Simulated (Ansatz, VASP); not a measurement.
**One calculation of Al4Co, two programs**

```xyz
10
Lattice="3.6448 2.1043 3.3662 -3.6448 2.1043 3.3662 0.0000 -4.2086 3.3662" Properties=species:S:1:pos:R:3 pbc="T T T"
Al    0.0000    0.0000    2.5246
Al    0.0000    0.0000    7.5739
Al   -0.8460    2.1043    5.8908
Al   -1.3994   -1.7848    5.8908
Al    2.2454   -0.3195    5.8908
Al    0.8460   -2.1043    4.2077
Al    1.3994    1.7848    4.2077
Al   -2.2454    0.3195    4.2077
Co    0.0000    0.0000    0.0000
Co    0.0000    0.0000    5.0493
```

Alike in both runs: functional PBE; k mesh 6 × 6 × 6; occupations gaussian, width 0.1 eV; collinear spin.

Ansatz relaxed the structure, and its values are those at the end. VASP's run is a single point on that final structure, the one shown.

```csv
,VASP,Ansatz
version,VASP 6.6.1,Ansatz 0.2.0
potentials or method,"VASP PAW PBE potentials, release 64 (Al, Co), cutoff 520 eV","scalar-relativistic, plane waves, PAW"
valence electrons in the cell,42,58
```

```tsv
	VASP	Ansatz	Ansatz less VASP
gap on the k mesh at the Fermi level (eV)	none	none	-
pressure (GPa)	-0.1	0.0	+0.10
net moment per atom (μB)	0.00	0.00	0.000
```

A gap of «none» marks a metal or a gap that the smearing closes. With one functional, cell and mesh, what is left measures potentials, basis and numerics. VASP's potentials hold 42 valence electrons a cell and Ansatz's 58, so a difference there can come from the potentials and not from the codes. Ansatz's warnings: seeded moment not kept.
